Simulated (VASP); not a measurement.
# HgTe (Coloradoite) (F-43m) in VASP: a series of runs

Aim: see how the results for HgTe (Coloradoite) move with the level of theory and the settings. Levels: revPBE+D4, PBE+D4, HF. Tasks: relaxation of cell and atoms, single point.

All numbers are computed with VASP 6.6.1; they aren't measurements. Logs are shortened: lines on timing, memory, paths and dates and some standing lists are left out, and cuts for length are marked.

### 1 The cell of the first run

Symmetry: F-43m, No. 216, cubic system. Conventional cell: a = 6.429 Å, b = 6.429 Å, c = 6.429 Å, α = 90.00°, β = 90.00°, γ = 90.00°. Hg (site symmetry -43m) has 4 Te at 2.78 Å within 3.7 Å. Within 3.7 Å of Te (site symmetry -43m) lie 4 Hg at 2.78 Å.

### 2 Relaxation of cell and atoms, revPBE+D4

Contents of INCAR:

```
PREC     = Accurate       # precision mode
ENCUT    = 500            # plane-wave cutoff, eV
EDIFF    = 1E-7           # SCF threshold, eV
ISMEAR   = -1             # smearing method
SIGMA    = 0.05           # smearing width, eV
LREAL    = False          # projectors in reciprocal space
LASPH    = True           # aspherical terms in the spheres
NELM     = 120            # most SCF steps
ALGO     = Normal         # electronic algorithm
ISIF     = 3              # what is computed and relaxed
LWAVE    = False          # write WAVECAR
LCHARG   = False          # write CHGCAR
GGA      = RE             # functional
IVDW     = 13             # dispersion correction
IBRION   = 2              # ionic algorithm
NSW      = 60             # ionic steps
EDIFFG   = -0.01          # ionic threshold
GGA_COMPAT= False        
NELMIN   = 4
```

Contents of KPOINTS:

```
Automatic mesh
0
Gamma
  7 7 7
```

Contents of POSCAR:

```
HgTe
1.0
    0.0000000000      3.2145000000      3.2145000000
    3.2145000000      0.0000000000      3.2145000000
    3.2145000000      3.2145000000      0.0000000000
Hg Te
1 1
Direct
    0.0000000000      0.0000000000      0.0000000000
    0.7500000000      0.7500000000      0.7500000000
```

Potentials or basis: VASP PAW PBE potentials, release 64 (Hg, Te).

Started as:

```
$ cat potpaw_PBE.64/Hg/POTCAR potpaw_PBE.64/Te/POTCAR > POTCAR
$ mpirun -np 1 vasp_std > vasp.out
```

OUTCAR:

```text
PREC = Accurate
   ENCUT = 500
   EDIFF = 1E-7
   ISMEAR = -1
   LREAL = False
   LASPH = True
   NELM = 120
   ISIF = 3
   GGA = RE
   IVDW = 13
   IBRION = 2
   NSW = 60
   EDIFFG = -0.01
   NELMIN = 4

 ion  position               nearest neighbor table
   1  0.000  0.000  0.000-   2 2.78   2 2.78   2 2.78   2 2.78
   2  0.750  0.750  0.750-   1 2.78   1 2.78   1 2.78   1 2.78

  LATTYP: Found a face centered cubic cell.
 ALAT       =     6.4290000000

  Lattice vectors:

 A1 = (   0.0000000000,   3.2145000000,   3.2145000000)
 A2 = (   3.2145000000,   0.0000000000,   3.2145000000)
 A3 = (   3.2145000000,   3.2145000000,   0.0000000000)

Analysis of symmetry for initial positions (statically):
=====================================================================
 Subroutine PRICEL returns:
 Original cell was already a primitive cell.

 Routine SETGRP: Setting up the symmetry group for a
 face centered cubic supercell.

 Subroutine GETGRP returns: Found 24 space group operations
 (whereof 24 operations were pure point group operations)
 out of a pool of 48 trial point group operations.

The static configuration has the point symmetry T_d .

Analysis of symmetry for dynamics (positions and initial velocities):
=====================================================================
 Subroutine PRICEL returns:
 Original cell was already a primitive cell.

 Routine SETGRP: Setting up the symmetry group for a
 face centered cubic supercell.

 Subroutine GETGRP returns: Found 24 space group operations
 (whereof 24 operations were pure point group operations)
 out of a pool of 48 trial point group operations.

The dynamic configuration has the point symmetry T_d .

 Subroutine INISYM returns: Found 24 space group operations
 (whereof 24 operations are pure point group operations),
 and found     1 'primitive' translations

----------------------------------------------------------------------------------------

                                     Primitive cell

  volume of cell :      66.4309

  direct lattice vectors                    reciprocal lattice vectors
     0.000000000  3.214500000  3.214500000    -0.155545186  0.155545186  0.155545186
     3.214500000  0.000000000  3.214500000     0.155545186 -0.155545186  0.155545186
     3.214500000  3.214500000  0.000000000     0.155545186  0.155545186 -0.155545186

  length of vectors
     4.545989496  4.545989496  4.545989496     0.269412165  0.269412165  0.269412165

  position of ions in fractional coordinates (direct lattice)
     0.000000000  0.000000000  0.000000000
     0.750000000  0.750000000  0.750000000

  ion indices of the primitive-cell ions
   primitive index   ion index
                 1           1
                 2           2

----------------------------------------------------------------------------------------

 KPOINTS: Automatic mesh

Automatic generation of k-mesh.
 Grid dimensions read from file:
 generate k-points for:    7    7    7

 Generating k-lattice:

  Cartesian coordinates                     Fractional coordinates (reciprocal lattice)
    -0.022220741  0.022220741  0.022220741     0.142857143  0.000000000  0.000000000
     0.022220741 -0.022220741  0.022220741     0.000000000  0.142857143  0.000000000
     0.022220741  0.022220741 -0.022220741     0.000000000  0.000000000  0.142857143

  Length of vectors
     0.038487452  0.038487452  0.038487452

  Shift w.r.t. Gamma in fractional coordinates (k-lattice)
     0.000000000  0.000000000  0.000000000

 Subroutine IBZKPT returns following result:
 ===========================================

 Found     20 irreducible k-points:

 Following reciprocal coordinates:
            Coordinates               Weight
  0.000000  0.000000  0.000000      1.000000
  0.142857  0.000000  0.000000      8.000000
  0.285714  0.000000  0.000000      8.000000
  0.428571  0.000000  0.000000      8.000000
  0.142857  0.142857  0.000000      6.000000
  0.285714  0.142857  0.000000     24.000000
[... 12 lines left out ...]
 -0.428571  0.428571  0.142857     24.000000
 -0.285714  0.428571  0.142857     24.000000
   k-points           NKPTS =     20   k-points in BZ     NKDIM =     20   number of bands    NBANDS=     13
   number of dos      NEDOS =    301   number of ions     NIONS =      2
   total plane-waves  NPLWV =  46656
   dimension x,y,z NGX =    36 NGY =   36 NGZ =   36
   dimension x,y,z NGXF=    72 NGYF=   72 NGZF=   72
   ions per type =               1   1
   NGX,Y,Z   is equivalent  to a cutoff of  13.17, 13.17, 13.17 a.u.
   NGXF,Y,Z  is equivalent  to a cutoff of  26.33, 26.33, 26.33 a.u.
 SYSTEM =  unknown system
   PREC   = accura    normal or accurate (medium, high low for compatibility)
   ISTART =      0    job   : 0-new  1-cont  2-samecut
   ICHARG =      2    charge: 1-file 2-atom 10-const
   ISPIN  =      1    spin polarized calculation?
   LNONCOLLINEAR =      F non collinear calculations
   LSORBIT =      F    spin-orbit coupling
   LASPH  =      T    aspherical Exc in radial PAW
   ENCUT  =  500.0 eV  36.75 Ry    6.06 a.u.   8.29  8.29  8.29*2*pi/ulx,y,z
   NELM   =    120;   NELMIN=  4; NELMDL= -5     # of ELM steps
   EDIFF  = 0.1E-06   stopping-criterion for ELM
   LREAL  =      F    real-space projection
   EDIFFG = -.1E-01   stopping-criterion for IOM
   NSW    =     60    number of steps for IOM
   IBRION =      2    ionic relax: 0-MD 1-quasi-New 2-CG
   NFREE  =      1    steps in history (QN), initial steepest desc. (CG)
   ISIF   =      3    stress and relaxation
   ISYM   =      2    0-nonsym 1-usesym 2-fastsym
   POTIM  = 0.5000    time-step for ionic-motion
   TEBEG  =    0.0;   TEEND  =   0.0 temperature during run
   PSTRESS=    0.0 pullay stress
   NELECT =      18.0000    total number of electrons
   NUPDOWN=      -1.0000    fix difference up-down
   EMIN   =  10.00;   EMAX   =-10.00  energy-range for DOS
   EFERMI =   0.00;   METHOD = LEGACY
   ISMEAR =    -1;   SIGMA  =   0.05  broadening in eV -4-tet -1-fermi 0-gaus
   EFERMI_NEDOS =   21; number of points for ismear=-14 and -15
   IALGO  =     38    algorithm
   IMIX   =      4    mixing-type and parameters
     AMIX     =   0.40;   BMIX     =  1.00
     AMIX_MAG =   1.60;   BMIX_MAG =  1.00
  volume/ion in A,a.u.               =      33.22       224.15
  Fermi-wavevector in a.u.,A,eV,Ry     =   1.059357  2.001894 15.268958  1.122237
  Thomas-Fermi vector in A             =   2.194699
   LORBIT       =      0    0 simple, 1 ext, 2 COOP (PROOUT), +10 PAW based schemes
   GGA     = RE    functional components
   LHFCALC =     F    Hartree Fock is set to
   AEXX    =    0.0000 exact exchange contribution
   IVDW    =    13    specifies the selected vdW correction
   LEPSILON=     F    determine dielectric tensor
   LRPA    =     F    only Hartree local field effects (RPA)
 conjugate gradient relaxation of ions
 non-spin polarized calculation
  energy-cutoff  :      500.00
  volume of cell :       66.43
 maximum number of plane-waves:      1716
 NGX is ok and might be reduce to    36
   NGX = 17   NGY = 17   NGZ = 17

--------------------------------------- Ionic step        1  -------------------------------------------

 number of electron      18.0000000 magnetization

 Free energy of the ion-electron system (eV)
  ---------------------------------------------------
  ext. energy  EPLUGINS =         0.00000000
  ---------------------------------------------------
  free energy    TOTEN  =        -2.87495114 eV

  energy without entropy =       -2.87426151  energy(sigma->0) =       -2.87460633

------------------------ aborting loop because EDIFF is reached ----------------------------------------

  DFT-D4 for vdW energy calculation

  Edisp (eV):   -1.23663

  FORCE on cell =-STRESS in cart. coord.  units (eV):
  Direction    XX          YY          ZZ          XY          YZ          ZX
  --------------------------------------------------------------------------------------
  -------------------------------------------------------------------------------------
  Total       0.98676     0.98676     0.98676     0.00000     0.00000    -0.00000
  in kB      23.79853    23.79853    23.79853     0.00000     0.00000    -0.00000
  external pressure =       23.80 kB  Pullay stress =        0.00 kB

 VOLUME and BASIS-vectors are now :
 -----------------------------------------------------------------------------
  energy-cutoff  :      500.00
  volume of cell :       66.43
      direct lattice vectors                 reciprocal lattice vectors
     0.000000000  3.214500000  3.214500000    -0.155545186  0.155545186  0.155545186
     3.214500000  0.000000000  3.214500000     0.155545186 -0.155545186  0.155545186
     3.214500000  3.214500000  0.000000000     0.155545186  0.155545186 -0.155545186
[... 41 lines left out ...]
 POSITION                                       TOTAL-FORCE (eV/Angst)
 -----------------------------------------------------------------------------------
      3.29101      6.58202      3.29101        -0.000000     -0.000000     -0.000000
      4.93652      4.93652      4.93652         0.000000      0.000000      0.000000
 -----------------------------------------------------------------------------------
    total drift:                               -0.000000     -0.000000      0.000000

  FREE ENERGIE OF THE ION-ELECTRON SYSTEM (eV)
  ---------------------------------------------------
  free  energy   TOTEN  =        -4.1343099569 eV

  energy  without entropy=       -4.1335357109  energy(sigma->0) =       -4.13392283

--------------------------------------- Ionic step        3  -------------------------------------------

 number of electron      18.0000002 magnetization

 Free energy of the ion-electron system (eV)
  ---------------------------------------------------
  ext. energy  EPLUGINS =         0.00000000
  ---------------------------------------------------
  free energy    TOTEN  =        -2.97534198 eV

  energy without entropy =       -2.97459074  energy(sigma->0) =       -2.97496636

 E-fermi :   2.8473     XC(G=0):  -8.4069

 val. band max:        2.8030116231   @ k =   0.0000   0.0000   0.0000
 cond. band min:       3.5333549634   @ k =   0.1429   0.0000   0.0000
 fundamental gap:      0.7303433403
 Fermi energy:         2.8473340194

 k-point     1 :       0.0000    0.0000    0.0000
  band No.  band energies     occupation
      1      -8.8976      2.00000
      2      -4.3487      2.00000
      3      -4.3487      2.00000
      4      -4.3487      2.00000
      5      -3.8651      2.00000
      6      -3.8651      2.00000
      7       2.0625      2.00000
      8       2.8030      1.41631
      9       2.8030      1.41631
     10       2.8030      1.41631
     11       7.1328      0.00000
     12       7.1328      0.00000
     13       7.1328      0.00000

 k-point     2 :       0.1429    0.0000    0.0000
  band No.  band energies     occupation
      1      -8.8062      2.00000
      2      -4.3236      2.00000
      3      -4.3236      2.00000
      4      -4.3069      2.00000
      5      -3.8671      2.00000
      6      -3.8671      2.00000
      7       0.7867      2.00000
      8       2.5999      1.98591
      9       2.5999      1.98591
     10       3.5334      0.00000
     11       7.1299      0.00000
[... 314 lines left out ...]
 POSITION                                       TOTAL-FORCE (eV/Angst)
 -----------------------------------------------------------------------------------
      0.00000     -0.00000      0.00000        -0.000000     -0.000000      0.000000
      4.90735      4.90735      4.90735         0.000000      0.000000     -0.000000
 -----------------------------------------------------------------------------------
    total drift:                                0.000000      0.000000      0.000000

  FREE ENERGIE OF THE ION-ELECTRON SYSTEM (eV)
  ---------------------------------------------------
  free  energy   TOTEN  =        -4.1369419038 eV

  energy  without entropy=       -4.1361906708  energy(sigma->0) =       -4.13656629

 reached required accuracy - stopping structural energy minimisation
```

It used 130 s of CPU time on 1 thread of AMD EPYC 7R13 Processor (Zen 3), with other jobs on the host.

Results:

```
Free energy                            : -4.1369 eV
Relaxed volume                         : 35.02 Å³/atom
Relaxed cell                           : a = 4.627 Å, b = 4.627 Å, c = 4.627 Å, α = 60.00°, β = 60.00°, γ = 60.00°
Space group after relaxing (to 0.05 Å) : F-43m (No. 216)
Energy gained by relaxing              : 12.7 meV/atom
Ionic steps                            : 3
Pressure after relaxing                : 0.0 GPa
Band gap on the k mesh                 : zero (filled and empty bands touch)
Dispersion energy per atom             : -0.581 eV
```

Step by step:
```
step  energy change (eV)  largest force (eV/Å)  pressure (GPa)  volume (Å³)
   1              0.0000                0.0000            2.38        66.43
   2             -0.0227                0.0000           -0.65        71.29
   3             -0.0254                0.0000            0.01        70.03
```

Final structure:
```xyz
2
Lattice="0.0000 3.2716 3.2716 3.2716 0.0000 3.2716 3.2716 3.2716 0.0000" Properties=species:S:1:pos:R:3 pbc="T T T"
Hg    0.0000    0.0000    0.0000
Te    4.9074    4.9074    4.9074
```

Caveat: the PAW data sets were made with another functional, which shifts forces and pressure a little; spin-orbit coupling is left out, which moves the levels of the heavy elements; pairwise dispersion overbinds metals, which lowers pressure and volume.

### 3 Relaxation of cell and atoms, PBE+D4

Contents of INCAR:

```
SYSTEM = HgTe
PREC = Accurate
ENCUT = 600
EDIFF = 1E-6
ISMEAR = -1
SIGMA = 0.05
LREAL = .False.
LASPH = .True.
NELM = 80
ALGO = Normal
ISIF = 3
LWAVE = .False.
LCHARG = .False.
GGA = PE
IVDW = 13
IBRION = 2
NSW = 60
EDIFFG = -0.01
```

Contents of KPOINTS:

```
Automatic mesh
0
Gamma
  7 7 7
  0 0 0
```

POSCAR is that of step 2.

Potentials or basis: VASP PAW PBE potentials, release 64 (Hg, Te).

Started as:

```
$ cat potpaw_PBE.64/Hg/POTCAR potpaw_PBE.64/Te/POTCAR > POTCAR
$ mpirun -np 1 vasp_std > vasp.out
```

Run time: 36 s. Hardware: 1 thread of AMD EPYC 7R13 (Zen 3), shared host; peak memory 0.2 GiB.

It converged, with:

```
Free energy                            : -4.3600 eV
Relaxed volume                         : 35.09 Å³/atom
Relaxed cell                           : a = 4.630 Å, b = 4.630 Å, c = 4.630 Å, α = 60.00°, β = 60.00°, γ = 60.00°
Space group after relaxing (to 0.05 Å) : F-43m (No. 216)
Energy gained by relaxing              : 14.2 meV/atom
Ionic steps                            : 3
Pressure after relaxing                : 0.0 GPa
Band gap on the k mesh                 : zero (filled and empty bands touch)
Dispersion energy per atom             : -0.366 eV
```

Step by step:
| step | energy change (eV) | largest force (eV/Å) | pressure (GPa) | volume (Å³) |
| --- | --- | --- | --- | --- |
| 1 | 0.0000 | 0.0000 | 2.55 | 66.43 |
| 2 | -0.0247 | 0.0000 | -0.78 | 71.64 |
| 3 | -0.0283 | 0.0000 | 0.00 | 70.18 |

Final structure:
```xyz
2
Lattice="0.0000 3.2739 3.2739 3.2739 0.0000 3.2739 3.2739 3.2739 0.0000" Properties=species:S:1:pos:R:3 pbc="T T T"
Hg    0.0000    0.0000    0.0000
Te    4.9108    4.9108    4.9108
```

Levels at points of the mesh, in eV from the Fermi level:
| k point | band 5 | band 6 | band 7 | band 8 | band 9 | band 10 | band 11 | band 12 | band 13 |
| --- | --- | --- | --- | --- | --- | --- | --- | --- | --- |
| (0.00, 0.00, 0.00) | -6.70 | -6.70 | -0.86 | -0.04 | -0.04 | -0.04 | 4.25 | 4.25 | 4.25 |

Caveat: spin-orbit coupling is left out, which moves the levels of the heavy elements; pairwise dispersion overbinds metals, which lowers pressure and volume.

### 4 Single point, HF

POSCAR is that of step 3.

Contents of INCAR.step1:

```
ALGO     = Normal         # electronic algorithm
EDIFF    = 1E-5           # SCF threshold, eV
ENCUT    = 520            # plane-wave cutoff, eV
GGA      = PE             # functional
ISIF     = 2              # what is computed and relaxed
ISMEAR   = -1             # smearing method
LASPH    = T              # aspherical terms in the spheres
LCHARG   = F              # write CHGCAR
LREAL    = F              # projectors in reciprocal space
LWAVE    = T              # write WAVECAR
NBANDS   = 16             # bands
NELM     = 100            # most SCF steps
PREC     = Accurate       # precision mode
SIGMA    = 0.05           # smearing width, eV
```

Contents of INCAR.step2:

```
AEXX     = 1.0            # exact-exchange fraction
AGGAC    = 0.0          
ALDAC    = 0.0          
ALGO     = Normal         # electronic algorithm
EDIFF    = 1E-6           # SCF threshold, eV
ENCUT    = 520            # plane-wave cutoff, eV
GGA      = PE             # functional
ISIF     = 2              # what is computed and relaxed
ISMEAR   = -1             # smearing method
ISTART   = 1            
LASPH    = T              # aspherical terms in the spheres
LCHARG   = F              # write CHGCAR
LHFCALC  = T              # exact exchange
LREAL    = F              # projectors in reciprocal space
LWAVE    = F              # write WAVECAR
NBANDS   = 16             # bands
NELM     = 100            # most SCF steps
PREC     = Accurate       # precision mode
PRECFOCK = Normal       
SIGMA    = 0.05           # smearing width, eV
```

Contents of KPOINTS:

```
k-points
0
Gamma
  4 4 4
```

Started as:

```
$ cat potpaw_PBE.64/Hg/POTCAR potpaw_PBE.64/Te/POTCAR > POTCAR
$ cp INCAR.step1 INCAR
$ mpirun -np 1 vasp_std > vasp.out
$ cp INCAR.step2 INCAR
$ mpirun -np 1 vasp_std > vasp.out
```

Wall time 15 min (1 thread of Intel Xeon Platinum 8375C at 2.90GHz (Ice Lake), shared host); peak memory 0.22 GiB.

It converged, with:

* Free energy: -10.7347 eV
* Pressure: 5.1 GPa
* Band gap on the k mesh: 5.04 eV, direct

Levels at points of the mesh, in eV from the valence-band top:
| k point | band 7 | band 8 | band 9 | band 10 | band 11 | band 12 |
| --- | --- | --- | --- | --- | --- | --- |
| (0.00, 0.00, 0.00) | 0.00 | 0.00 | 0.00 | 5.04 | 10.84 | 10.84 |
| (0.50, 0.00, 0.00) | -7.03 | -1.31 | -1.31 | 6.63 | 11.69 | 11.69 |
| (0.50, 0.50, 0.00) | -6.89 | -3.03 | -3.03 | 7.99 | 8.20 | 15.56 |

Caveat: the k points lie up to 0.42 Å⁻¹ apart; the PAW data sets were made with another functional, which shifts forces and pressure a little; spin-orbit coupling is left out, which moves the levels of the heavy elements.

### 5 Overview

| task | level | cell | k mesh | cutoff (eV) | grid for exact exchange (PRECFOCK) | gap on the mesh (eV) | pressure (GPa) | relaxed volume (Å³/atom) |
| --- | --- | --- | --- | --- | --- | --- | --- | --- |
| relaxation of cell and atoms | revPBE+D4 | relaxed | 7 × 7 × 7 | 500 | - | none | 0.0 | 35.02 |
| relaxation of cell and atoms | PBE+D4 | relaxed | 7 × 7 × 7 | 600 | - | none | 0.0 | 35.09 |
| single point | HF | as given | 4 × 4 × 4 | 520 | Normal | 5.04 | 5.1 | - |

Alike in all rows: potentials or basis VASP PAW PBE potentials, release 64 (Hg, Te); no spin polarisation; smearing fermi-dirac 0.05 eV.

Caveats: some runs use coarse meshes; spin-orbit coupling is left out, which moves the levels of the heavy elements; the PAW data sets were made with another functional, which shifts forces and pressure a little (some runs); pairwise dispersion overbinds metals, which lowers pressure and volume (some runs).

Absolute energies hang on the potentials; compare differences alone.
